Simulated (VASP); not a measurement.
Al2O3, 5 atoms in the cell. The structure is hexagonal, space group P-6m2 (No. 187). Conventional cell: a = 2.892 Å, b = 2.892 Å, c = 7.361 Å, α = 90.00°, β = 90.00°, γ = 120.00°. Al (site symmetry 3m) has 6 O at 1.81 to 2.18 Å within 2.4 Å. O (site symmetry 3m) has 3 Al at 1.81 Å within 2.4 Å. O (site symmetry -6m2) has 6 Al at 2.18 Å and 12 O at 2.68 to 2.89 Å within 2.9 Å.  This cell differs from its parent crystal: atoms shifted along a free coordinate.

```yaml
Program: VASP 6.6.1
Task: single point
Functional: PBE
Dispersion: D3(BJ)
Potentials_or_basis: VASP PAW PBE potentials, release 64 (Al, O)
Cutoff: 520 eV
k_mesh: 9 × 9 × 4
Occupations: gaussian, width 0.05 eV
Spin: no spin polarisation
Dipole_correction: no
Further_INCAR_settings: ALGO = Normal; EDIFF = 1e-07; NBANDS = 20
```

Potentials or basis: VASP PAW PBE potentials, release 64 (Al, O).

Run with:

```console
$ cat potpaw_PBE.64/Al/POTCAR potpaw_PBE.64/O/POTCAR > POTCAR
$ mpirun -np 1 vasp_std > vasp.out
```

Hardware: 1 thread of Intel Xeon 8259CL (shared host).

How long does it take, and how much memory?

It took 63 s on 1 thread of Intel Xeon 8259CL, with other jobs on the host, peak memory 0.2 GiB. Counts: scf iterations 16, k points 36.
